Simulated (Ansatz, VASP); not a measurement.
One calculation of Pb, two programs

```
Pb
1.0
     3.45312    0.00000    0.00000
    -1.72656    2.99049    0.00000
     0.00000    0.00000   11.21338
Pb
4
Direct
  0.00000 0.00000 0.00000
  0.00000 0.00000 0.50000
  0.33333 0.66667 0.25000
  0.66667 0.33333 0.75000
```

Alike in both runs: functional LDA; k mesh 10 × 10 × 3; occupations fermi-dirac, width 0.1 eV; no spin polarisation.

Ansatz relaxed the structure, and its values are those at the end. VASP's run is a single point on that final structure, the one shown.

|  | VASP | Ansatz |
| --- | --- | --- |
| version | VASP 6.6.1 | Ansatz 0.2.0 |
| potentials or method | VASP PAW LDA potentials, release 64 (Pb_d), cutoff 520 eV | plane waves (420 eV) with PAW, scalar-relativistic |
| valence electrons in the cell | 56 | 56 |

```tsv
	VASP	Ansatz	Ansatz less VASP
pressure (GPa)	0.1	0.0	-0.06
```

Ansatz warns that its potentials were made for another functional, while VASP's fit it. LDA's correlation is that of Perdew and Zunger in VASP and of Perdew and Wang (1992) in Ansatz.

Neither program's run includes spin-orbit coupling.
